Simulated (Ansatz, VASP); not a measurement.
Two plane-wave programs on Sn2Pb

File INCAR:

```
SYSTEM = Sn2Pb
  PREC = Accurate
  ENCUT = 600
  EDIFF = 1E-6
  ISMEAR = 0
  SIGMA = 0.1
  LREAL = .False.
  LASPH = .True.
  NELM = 60
  ALGO = Fast
  ISIF = 3
  LWAVE = .False.
  LCHARG = .False.
  GGA = PE
  IBRION = 2
  NSW = 90
  EDIFFG = -0.04
```

Contents of KPOINTS:

```
Automatic mesh
0
Gamma
  6 6 6
  0 0 0
```

POSCAR

```
Sn2Pb
1.0
   -2.0073522063      2.0073522063      4.9242858810
    2.0073522063     -2.0073522063      4.9242858810
    2.0073522063      2.0073522063     -4.9242858810
Sn Pb
2 1
Direct
    0.6650000000      0.6650000000      0.0000000000
    0.3350000000      0.3350000000      0.0000000000
    0.0000000000      0.0000000000      0.0000000000
```

Input for Ansatz:

```yaml
crystal:
  lattice:
    - [-2.0073522063, 2.0073522063, 4.924285881]
    - [2.0073522063, -2.0073522063, 4.924285881]
    - [2.0073522063, 2.0073522063, -4.924285881]
  atoms:
    - { symbol: Sn, position: [0.665, 0.665, 0.0] }
    - { symbol: Sn, position: [0.335, 0.335, 0.0] }
    - { symbol: Pb, position: [0.0, 0.0, 0.0] }
basis:
  ecutwfc: 420
kpoints:
  mp_grid: { grid: [6, 6, 6] }
hamiltonian:
  xc: pbe
scf:
  occupations: { method: gaussian, width: 0.1 }
  lower_state_search: "off"
output:
  forces: true
  stress: true
  eigenvalues: true
relax:
  adjacent_minimum: "off"
  f_tol: 0.04
  max_steps: 70
  cell: { stress_tol: 0.4 }
```

Alike in both runs: task relaxation of cell and atoms; functional PBE; k mesh 6 × 6 × 6; occupations gaussian, width 0.1 eV; no spin polarisation.

|  | VASP | Ansatz |
| --- | --- | --- |
| version | VASP 6.6.1 | Ansatz 0.2.0 |
| potentials or method | VASP PAW PBE potentials, release 64 (Sn_d, Pb_d), cutoff 600 eV | scalar-relativistic, plane waves, PAW |
| valence electrons in the cell | 42 | 42 |

VASP gave:

| Item | Value |
| --- | --- |
| gap on the k mesh at the Fermi level, each at its own relaxed structure (eV) | none |
| relaxed volume (Å³/atom) | 29.32 |
| relaxed cell length with the largest relative difference (Å) | 5.910 |

Problem. Estimate Ansatz's values.

Solution. gap on the k mesh at the Fermi level, each at its own relaxed structure (eV): none; relaxed volume (Å³/atom): 29.43; relaxed cell length with the largest relative difference (Å): 5.914.

A gap of «none» marks a metal or a gap that the smearing closes.

The k mesh is coarse, so the values compare programs but aren't converged. Spin-orbit coupling is off throughout.
